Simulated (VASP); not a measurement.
A run of VASP 6.6.1:

Contents of INCAR:

```
SYSTEM = HgTe
PREC = Accurate
ENCUT = 520
EDIFF = 1E-7
ISMEAR = -1
SIGMA = 0.05
LREAL = .False.
LASPH = .True.
NELM = 80
ALGO = Normal
ISIF = 2
LWAVE = .False.
LCHARG = .True.
GGA = PE
LELF = .True.
LVHAR = .True.
NBANDS = 16
```

KPOINTS

```
regular mesh
0
Gamma
  6 6 6
  0 0 0
```

POSCAR

```
HgTe
1.0
    0.0000000000      3.2787900000      3.2145000000
    3.2787900000      0.0000000000      3.2145000000
    3.2787900000      3.2787900000      0.0000000000
Hg Te
1 1
Direct
    0.0000000000      0.0000000000      0.0000000000
    0.7500000000      0.7500000000      0.7500000000
```

Potentials or basis: VASP PAW PBE potentials, release 64 (Hg, Te).

Run with:

```bash
$ cat potpaw_PBE.64/Hg/POTCAR potpaw_PBE.64/Te/POTCAR > POTCAR
$ mpirun -np 1 vasp_std > vasp.out
```

Hardware: 1 thread of AMD EPYC 9R45 96-Core Processor (Zen 5) (shared host).

**Question.** Estimate the wall time of this run.

**Answer.** Run time: 30 s on 1 thread of AMD EPYC 9R45 96-Core Processor (Zen 5) (shared host), peak memory 0.19 GiB. Counts: scf iterations 15, k points 30.
